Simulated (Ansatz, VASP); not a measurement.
# Sb in VASP and in Ansatz

Contents of INCAR:

```
SYSTEM = Sb
  PREC = Accurate
  ENCUT = 600
  EDIFF = 1E-7
  ISMEAR = 0
  SIGMA = 0.1
  LREAL = .False.
  LASPH = .True.
  NELM = 60
  ALGO = Normal
  ISIF = 3
  LWAVE = .False.
  LCHARG = .False.
  GGA = PS
  IBRION = 2
  NSW = 90
  EDIFFG = -0.04
```

File KPOINTS:

```
regular mesh
0
Gamma
  8 8 8
  0 0 0
```

File POSCAR:

```
Sb
1.0
   -1.7227677635      1.7227677635      2.6209398324
    1.7227677635     -1.7227677635      2.6209398324
    1.7227677635      1.7227677635     -2.6209398324
Sb
1
Direct
    0.0000000000      0.0000000000      0.0000000000
```

Input for Ansatz:

```yaml
crystal:
  lattice:
    - [-1.7227677635, 1.7227677635, 2.6209398324]
    - [1.7227677635, -1.7227677635, 2.6209398324]
    - [1.7227677635, 1.7227677635, -2.6209398324]
  atoms:
    - { symbol: Sb, position: [0.0, 0.0, 0.0] }
basis:
  ecutwfc: 420
kpoints:
  mp_grid: { grid: [8, 8, 8] }
hamiltonian:
  xc: pbesol
scf:
  occupations: { method: gaussian, width: 0.1 }
  lower_state_search: "off"
output:
  forces: true
  stress: true
  eigenvalues: true
relax:
  adjacent_minimum: "off"
  f_tol: 0.04
  max_steps: 70
  cell: { stress_tol: 0.4 }
```

Alike in both runs: task relaxation of cell and atoms; functional PBEsol; k mesh 8 × 8 × 8; occupations gaussian, width 0.1 eV; no spin polarisation.

```csv
,VASP,Ansatz
version,VASP 6.6.1,Ansatz 0.2.0
potentials or method,"VASP PAW PBE potentials, release 64 (Sb), cutoff 600 eV","scalar-relativistic, plane waves, PAW"
valence electrons in the cell,5,15
```

```csv
,VASP,Ansatz,Ansatz less VASP
"gap on the k mesh at the Fermi level, each at its own relaxed structure (eV)",none,none,-
relaxed volume (Å³/atom),26.33,26.81,+0.482
relaxed cell length with the largest relative difference (Å),3.432,3.582,+0.1499
```

VASP's potentials were made for PBE, not for PBEsol. A gap of «none» marks a metal or a gap that the smearing closes. VASP's potentials hold 5 valence electrons a cell and Ansatz's 15, so a difference there can come from the potentials and not from the codes.

Spin-orbit coupling is off throughout. Noted on VASP's run: the volume moved by over 15 % at a fixed basis, so the end points are rough.
